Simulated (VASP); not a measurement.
Wanted: the native input for a VASP 6.6.1 run.

```
Task                   : relaxation of volume and atoms at fixed shape
Functional             : r2SCAN
Potentials or basis    : VASP PAW PBE potentials, release 64 (Fe)
Cutoff                 : 600 eV
k mesh                 : 11 × 11 × 11
Occupations            : methfessel-paxton, width 0.1 eV
Spin                   : collinear spin, ferromagnetic start
Starting moments       : [3.5] μB
Dipole correction      : no
Further INCAR settings : ALGO = Normal; EDIFF = 1e-07; IBRION = 2; EDIFFG = -0.02; NSW = 80; ISIF = 8
```

The system is Fe.

```xyz
1
Lattice="-1.4430 1.4430 1.4430 1.4430 -1.4430 1.4430 1.4430 1.4430 -1.4430" Properties=species:S:1:pos:R:3 pbc="T T T"
Fe    0.0000    0.0000    0.0000
```

These files were run (other wordings do the same):

POSCAR

```
Fe
1.0
   -1.4430000000      1.4430000000      1.4430000000
    1.4430000000     -1.4430000000      1.4430000000
    1.4430000000      1.4430000000     -1.4430000000
Fe
1
Direct
    0.0000000000      0.0000000000      0.0000000000
```

INCAR.step1

```
SYSTEM = Fe
PREC = Accurate
ENCUT = 600
ISMEAR = 1
SIGMA = 0.1
LREAL = .False.
LASPH = .True.
NELM = 150
ISPIN = 2
MAGMOM = 3.5
LMAXMIX = 4
GGA = PE
ALGO = Normal
EDIFF = 1E-4
LWAVE = .True.
LCHARG = .False.
```

INCAR.step2

```
SYSTEM = Fe
PREC = Accurate
ENCUT = 600
EDIFF = 1E-7
ISMEAR = 1
SIGMA = 0.1
LREAL = .False.
LASPH = .True.
NELM = 150
ALGO = Normal
ISIF = 8
LWAVE = .False.
LCHARG = .False.
ISPIN = 2
MAGMOM = 3.5
LORBIT = 11
LMAXMIX = 4
METAGGA = R2SCAN
LMIXTAU = .True.
IBRION = 2
NSW = 80
EDIFFG = -0.02
ISTART = 1
```

KPOINTS

```
regular mesh
0
Gamma
  11 11 11
  0 0 0
```

Potentials or basis: VASP PAW PBE potentials, release 64 (Fe).

Launch:

```sh
$ cat potpaw_PBE.64/Fe/POTCAR > POTCAR
$ cp INCAR.step1 INCAR
$ mpirun -np 1 vasp_std > vasp.out
$ cp INCAR.step2 INCAR
$ mpirun -np 1 vasp_std > vasp.out
```

Results of the run:

```
Relaxed volume                                        : 11.69 Å³/atom
Relaxed cell                                          : a = 2.476 Å, b = 2.476 Å, c = 2.476 Å, α = 109.47°, β = 109.47°, γ = 109.47°
Space group after relaxing (to 0.05 Å)                : Im-3m (No. 229)
Energy gained by relaxing                             : 6.0 meV/atom
Ionic steps                                           : 3
Pressure after relaxing                               : 0.0 GPa
Net moment                                            : 2.61 μB per cell
Site moments                                          : Fe +2.68 μB
Valence electrons inside the program's atomic spheres : Fe 7.21
```

Caveat: the PAW data sets were made with another functional, which shifts forces and pressure a little.

It took 120 s on 1 thread of AMD EPYC 9R45 96-Core Processor (Zen 5), with other jobs on the host, peak memory 0.12 GiB.
